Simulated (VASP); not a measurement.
Runs of VASP 6.6.1 on Al5As. The structure is that of space group P6/mmm (No. 191), or close to it. The cells are those of the table. 

```csv
task,cell,k mesh,cutoff (eV),gap on the mesh (eV),pressure (GPa),relaxed volume (Å³/atom)
relaxation of cell and atoms,"relaxed from a = 5.336, b = 5.336, c = 4.545 Å, angles 90.0, 90.0, 120.0°, 6 atoms",12 × 12 × 8,600,-,0.0,18.83
single point,"a = 5.336, b = 5.336, c = 4.545 Å, angles 90.0, 90.0, 120.0°, 6 atoms",6 × 6 × 4,520,none,(a),-
single point,"a = 5.133, b = 5.133, c = 4.063 Å, angles 90.0, 90.0, 120.0°, 6 atoms",6 × 6 × 4,520,none,20.7,-
single point,"a = 5.335, b = 5.335, c = 4.585 Å, angles 90.0, 90.0, 120.0°, 6 atoms",12 × 12 × 8,520,none,0.0,-
relaxation of cell and atoms,"relaxed from a = 5.133, b = 5.133, c = 4.063 Å, angles 90.0, 90.0, 120.0°, 6 atoms",6 × 6 × 4,600,-,-0.1,18.80
```

Alike in all rows: level PBE; potentials or basis VASP PAW PBE potentials, release 64 (Al, As); no spin polarisation; smearing gaussian 0.1 eV.

Question: Estimate the missing entries.

Answer: (a) 0.3.

Caveats: some runs use coarse meshes; the bands computed are all filled at some k points, so no gap is given (some runs); the volume moved by over 15 % at a fixed basis, so the end points are rough (some runs).

A k mesh can miss the band edges, and the runs leave out spin-orbit coupling on As.

A gap of «none» marks levels without a gap at the run's occupations.
